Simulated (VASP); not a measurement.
Input of a VASP 6.6.1 run:

The input INCAR:

```
SYSTEM = Mg
  PREC = Accurate
  ENCUT = 520
  EDIFF = 1E-7
  ISMEAR = -1
  SIGMA = 0.05
  LREAL = .FALSE.
  LASPH = .TRUE.
  NELM = 100
  ALGO = Normal
  ISIF = 2
  LWAVE = .FALSE.
  LCHARG = .TRUE.
  GGA = PE
  LELF = .TRUE.
  LVHAR = .TRUE.
  NBANDS = 9
```

Contents of KPOINTS:

```
regular mesh
0
G
  10 10 5
  0 0 0
```

File POSCAR:

```
Mg
1.0
    3.2515324747      0.0000000000      0.0000000000
   -1.6257662373      2.8159097243      0.0000000000
    0.0000000000      0.0000000000      5.2788644417
Mg
2
Direct
    0.6666666667      0.3333333333      0.7500000000
    0.3333333333      0.6666666667      0.2500000000
```

Potentials or basis: VASP PAW PBE potentials, release 64 (Mg).

The run is started by

```sh
$ cat potpaw_PBE.64/Mg/POTCAR > POTCAR
$ mpirun -np 1 vasp_std > vasp.out
```

(1) Predict the pressure.

(2) Predict the band gap on the k mesh.

Results:

(1) -1.7 GPa.

(2) zero (band 2 reaches 3.05 eV, above the bottom of band 3 at 1.13 eV).
